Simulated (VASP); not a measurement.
Set up this calculation in VASP 6.6.1, as the native input.

```
Task                   : single point
Functional             : PBE
Potentials or basis    : VASP PAW PBE potentials, release 64 (Mg, O)
Cutoff                 : 520 eV
k mesh                 : 1 × 1 × 1
Occupations            : fermi-dirac, width 0.01 eV
Spin                   : no spin polarisation
Dipole correction      : no
Further INCAR settings : LREAL = Auto; ALGO = Normal; EDIFF = 1e-06; NBANDS = 329
```

The structure of Mg64O65 (a cell with a defect) lies in POSCAR:

```
Mg64O65
1.0
    0.0000000000      8.5087624600      8.5087624600
    8.5087624600      0.0000000000      8.5087624600
    8.5087624600      8.5087624600      0.0000000000
Mg O
64 65
Direct
    0.0007220204      0.0012896705      0.0000132217
    0.0004085200      0.0030943395      0.2477430778
    0.0003583365      0.0010161290      0.5007825780
    0.0007287194      0.0033538955      0.7504503187
    0.0013732902      0.2513366674     -0.0006258254
    0.0005137645      0.2508087998      0.2502559579
    0.0004857346      0.2506882769      0.5001739113
    0.0014764779      0.2507619657      0.7492940401
    0.0020184486      0.5018718668     -0.0010857631
    0.0002345817      0.5000769524      0.2505566479
    0.0013606562      0.5011973856      0.4990029420
    0.0004160417      0.5002960207      0.7485512764
    0.0007384740      0.7504494960      0.0032141572
    0.0004390768      0.7500738245      0.2478363934
   -0.0124828964      0.7633023052      0.4897005904
   -0.0123147168      0.7631895978      0.7615992373
    0.2504917149     -0.0001084176      0.0006949894
    0.2496149716     -0.0006250615      0.2515714253
    0.2495200107     -0.0000518877      0.5016572645
    0.2505202737      0.0000248567      0.7507804490
    0.2505957841      0.2476340137      0.0031916510
    0.2502664177      0.2494231693      0.2509394886
    0.2502677105      0.2473437835      0.5005146777
    0.2506287501      0.2496993552      0.7501821246
    0.2505532984      0.5006339665      0.0031040354
    0.2502444991      0.5002709877      0.2477292097
    0.2633833076      0.4874534951      0.4894111241
    0.2634075767      0.4874830529      0.7612659926
    0.2507741884      0.7506178519      0.0003928891
    0.2489493637      0.7488088932      0.2520726146
    0.2505923170      0.7504231702      0.5023948571
    0.2496646851      0.7495334991      0.7519367864
    0.4999205255     -0.0002144848      0.0015375914
    0.4995376848     -0.0006183625      0.2515226521
    0.4999663018     -0.0001958569      0.5007223459
    0.4999214657     -0.0002037899      0.7510387122
    0.5013152054      0.2495654345      0.0013021870
    0.5013132074      0.2495077292      0.2496410036
    0.5028885246      0.2479270058      0.5001855464
    0.5029472876      0.2479391110      0.7507572376
    0.5014271488      0.5005839004     -0.0000075804
    0.5032693086      0.5002580599      0.2477116984
    0.5011698258      0.5002110495      0.5007058335
    0.5034562923      0.5005841942      0.7504443837
    0.5000241833      0.7503340268      0.0007104441
    0.4995167065      0.7494758527      0.2515570284
    0.5000947576      0.7493763670      0.5016419861
    0.5001714433      0.7503733980      0.7507748665
    0.7496893973      0.0011893621      0.0013112365
    0.7496728849      0.0011508724      0.2496616294
    0.7480174150      0.0027989382      0.5002048794
    0.7481133749      0.0027754917      0.7507673448
    0.7514685631      0.2513147488     -0.0005680615
    0.7510821380      0.2509184514      0.2494104766
    0.7510623936      0.2509223298      0.4999195265
    0.7510324833      0.2508977081      0.7502271958
    0.7514801395      0.5012290589     -0.0006107821
    0.7509676677      0.5003630692      0.2502570156
    0.7508300449      0.5003240506      0.5001817268
    0.7508991501      0.5013397095      0.7493030308
    0.7477350002      0.7504504362      0.0032413057
    0.7495605889      0.7501309421      0.2509572937
    0.7475202804      0.7501163101      0.5005197313
    0.7498135046      0.7505062023      0.7502606907
    0.1255050902      0.1253644117      0.1254604304
    0.1250831722      0.1254215293      0.3753437724
    0.1254987438      0.1253405539      0.6254824982
    0.1259093793      0.1252824961      0.8756164054
    0.1260142712      0.3743489744      0.1259283597
    0.1259271845      0.3741016999      0.3747201212
    0.1277220988      0.3694722957      0.6242719814
    0.1274339253      0.3741331380      0.8754293042
    0.1254914572      0.6253598011      0.1254356324
    0.1250861691      0.6247640036      0.3661494271
    0.1159049867      0.6156146707      0.5765785592
    0.1258931020      0.6259561863      0.8847213135
    0.1249831577      0.8763605795      0.1250195907
    0.1235290684      0.8765974529      0.3755274066
    0.1232830279      0.8812156921      0.6266965408
    0.1250651907      0.8765998622      0.8762351793
    0.3754457849      0.1240458886      0.1266147698
    0.3755118344      0.1241346206      0.3755950428
    0.3764741953      0.1246745934      0.6251375009
    0.3760193113      0.1249429638      0.8757450963
    0.3761698032      0.3746812201      0.1254624871
    0.3793827264      0.3716123837      0.3721580565
    0.3761503527      0.3747034913      0.6254468878
    0.3791566653      0.3715543847      0.8787574028
    0.3765331345      0.6248198871      0.1249893865
    0.3767772358      0.6233955907      0.3754596529
    0.3813157337      0.6231541925      0.6266443593
    0.3767186492      0.6249379419      0.8762112628
    0.3748750203      0.8747381931      0.1262792921
    0.3741651051      0.8740091212      0.3770146382
    0.3753272012      0.8751694544      0.6261219566
    0.3755373963      0.8753923423      0.8756867447
    0.6255066498      0.1253446086      0.1254818788
    0.6255690560      0.1254038416      0.3749429503
    0.6254851425      0.1253659983      0.6254824394
    0.6254242641      0.1253077054      0.8760144069
    0.6268225285      0.3753938384      0.1243327693
    0.6259211049      0.3748256007      0.3751959248
    0.6261663814      0.3743851136      0.6258059295
    0.6266991851      0.3753519404      0.8753559093
    0.6255088828      0.6253524558      0.1254727118
    0.6255683509      0.6249429955      0.3753401878
    0.6254857889      0.6253481661      0.6254783848
    0.6254209734      0.6257686150      0.8756165817
    0.6241749050      0.8753081350      0.1266185306
    0.6243050062      0.8753584361      0.3755966881
    0.6248288779      0.8763238526      0.6251480782
    0.6250809122      0.8758724944      0.8757525004
    0.8755486518      0.1266551399      0.1243493992
    0.8749765357      0.1257615905      0.3752125547
    0.8745332867      0.1260251423      0.6258072223
    0.8754871269      0.1265655264      0.8753562031
    0.8761114833      0.3759556710      0.1246864635
    0.8754636805      0.3753092785      0.3752601527
    0.8756805746      0.3755477973      0.6248209449
    0.8768416718      0.3766859770      0.8739367840
    0.8744680011      0.6258899017      0.1259557433
    0.8742716741      0.6257667934      0.3747432150
    0.8696450318      0.6275896201      0.6243087670
    0.8742318915      0.6273103198      0.8754898888
    0.8748070633      0.8760435533      0.1254980974
    0.8718445291      0.8791492341      0.3722118246
    0.8748404994      0.8760071791      0.6254921353
    0.8716063628      0.8790952310      0.8787943647
    0.1350637658      0.6351161553      0.6741476833
```

The input as run:

INCAR

```
SYSTEM = Mg64O65
PREC = Accurate ; ENCUT = 520
EDIFF = 1E-6 ; ISMEAR = -1
SIGMA = 0.01 ; LREAL = Auto
LASPH = .TRUE. ; NELM = 100
ALGO = Normal ; ISIF = 2
LWAVE = .FALSE. ; LCHARG = .FALSE.
GGA = PE ; NBANDS = 329
LUSENCCL = .FALSE.
```

KPOINTS

```
regular mesh
0
G
  1 1 1
  0 0 0
```

Potentials or basis: VASP PAW PBE potentials, release 64 (Mg, O).

Command:

```console
$ cat potpaw_PBE.64/Mg/POTCAR potpaw_PBE.64/O/POTCAR > POTCAR
$ mpirun -np 1 vasp_gam > vasp.out
```

Results of the run:

```json
{"Pressure": "0.9 GPa", "Largest force": "0.361 eV/Å", "Band gap on the k mesh": "4.10 eV"}
```

Caveat: the k points lie up to 0.64 Å⁻¹ apart.

Run time: 2.4 min on 1 × NVIDIA H100 80GB with 1 thread of AMD EPYC 7R13 Processor (Zen 3) (shared host), peak memory 1.9 GiB.
